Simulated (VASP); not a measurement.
A run of VASP 6.6.1 is set up as follows.

Contents of INCAR:

```
SYSTEM = Al16BH3
ALGO     = Normal         ! electronic algorithm
DIPOL    = 0.5 0.5 0.467
EDIFF    = 1E-6           ! SCF threshold, eV
ENCUT    = 520            ! plane-wave cutoff, eV
GGA      = PE             ! functional
IDIPOL   = 3            
ISIF     = 2              ! what is computed and relaxed
ISMEAR   = 0              ! smearing method
IVDW     = 12             ! dispersion correction
LASPH    = .True.         ! aspherical terms in the spheres
LCHARG   = .False.        ! write CHGCAR
LDIPOL   = .True.       
LREAL    = Auto         
LWAVE    = .False.        ! write WAVECAR
NBANDS   = 43             ! bands
NELM     = 60             ! most SCF steps
PREC     = Accurate       ! precision mode
SIGMA    = 0.1            ! smearing width, eV
```

File KPOINTS:

```
k-points
0
Gamma
  4 4 1
  0 0 0
```

POSCAR

```
Al16BH3
1.0
    5.6324246428      0.0000000000      0.0000000000
    0.0000000000      5.6324246428      0.0000000000
    0.0000000000      0.0000000000     25.7319884892
Al B H
16 1 3
Direct
    0.2500000000      0.2500000000      0.3108970767
    0.2500000000      0.7500000000      0.3108970767
    0.7500000000      0.2500000000      0.3108970767
    0.7500000000      0.7500000000      0.3108970767
    0.5000000000      0.5000000000      0.3882856870
    0.5000000000      0.0000000000      0.3882856870
    0.0000000000      0.5000000000      0.3882856870
    0.0000000000      0.0000000000      0.3882856870
    0.7591948185      0.7602554717      0.4618789323
    0.7467390053      0.2666319866      0.4673442072
    0.2641505218      0.7470736973      0.4670437351
    0.2496053184      0.2490605762      0.4593671584
    0.0445344363      0.0502423635      0.5439685214
   -0.0709524266      0.5480223842      0.5495136693
    0.5420181350     -0.0674272263      0.5489488075
    0.4163200619      0.4191523183      0.5501789870
    0.6208872587      0.6268055920      0.6088484405
    0.5653786029      0.8236674201      0.6257364900
    0.4768472810      0.4851770824      0.6274205222
    0.8155785123      0.5755994751      0.6272935463
```

Potentials or basis: VASP PAW PBE potentials, release 64 (Al, B, H).

Run with:

```bash
$ cat potpaw_PBE.64/Al/POTCAR potpaw_PBE.64/B/POTCAR potpaw_PBE.64/H/POTCAR > POTCAR
$ mpirun -np 1 vasp_std > vasp.out
```

Predict the largest force.

0.217 eV/Å.

Estimate the band gap on the k mesh.

zero (bands 27 and 28 overlap by 0.51 eV).

Predict the dispersion energy per atom.

-0.214 eV.

Forces in eV/Å, atoms in the order of the input:
```
Al  -0.049 -0.044 -0.099
Al   0.002  0.043 -0.004
Al   0.048 -0.001 -0.009
Al  -0.063 -0.058 -0.082
Al   0.149  0.157  0.004
Al   0.008 -0.027  0.076
Al  -0.028 -0.001  0.082
Al  -0.070 -0.058  0.022
Al  -0.001  0.009 -0.003
Al   0.001 -0.015 -0.012
Al  -0.003 -0.004  0.014
Al  -0.006  0.016 -0.003
Al   0.012 -0.014  0.006
Al  -0.030 -0.006  0.002
Al   0.004 -0.016  0.002
Al   0.016  0.021  0.001
B    0.001  0.007 -0.039
H    0.001  0.000  0.020
H    0.002 -0.006  0.020
H    0.004 -0.005  0.002
```
